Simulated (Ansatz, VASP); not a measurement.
## ZnAu: VASP beside Ansatz

```
CELL_PARAMETERS angstrom
3.19197 -0.06294 -0.06294
-0.06294 3.19197 -0.06294
-0.06294 -0.06294 3.19197
ATOMIC_POSITIONS crystal
Zn 0.50000 0.50000 0.50000
Au 0.00000 0.00000 0.00000
```

Alike in both runs: task single point; functional PBEsol; k mesh 12 × 12 × 12; occupations gaussian, width 0.1 eV; no spin polarisation.

|  | VASP | Ansatz |
| --- | --- | --- |
| version | VASP 6.6.1 | Ansatz 0.2.0 |
| potentials or method | VASP PAW PBE potentials, release 64 (Zn, Au), cutoff 520 eV | scalar-relativistic, plane waves, PAW |
| valence electrons in the cell | 23 | 31 |

Ansatz gave:

```
gap on the k mesh at the Fermi level (eV)                     : none
pressure (GPa)                                                : -6.5
traceless stress, the component that is largest in VASP (GPa) : 2.04
```

**Question.** What did VASP give for the same quantities?

**Answer.** gap on the k mesh at the Fermi level (eV): none; pressure (GPa): -6.4; traceless stress, the component that is largest in VASP (GPa): 2.08.

VASP's potentials were made for PBE, not for PBEsol. A gap of «none» marks a metal or a gap that the smearing closes. With one functional, cell and mesh, what is left measures potentials, basis and numerics. VASP's potentials hold 23 valence electrons a cell and Ansatz's 31, so a difference there can come from the potentials and not from the codes.

Spin-orbit coupling is off throughout.
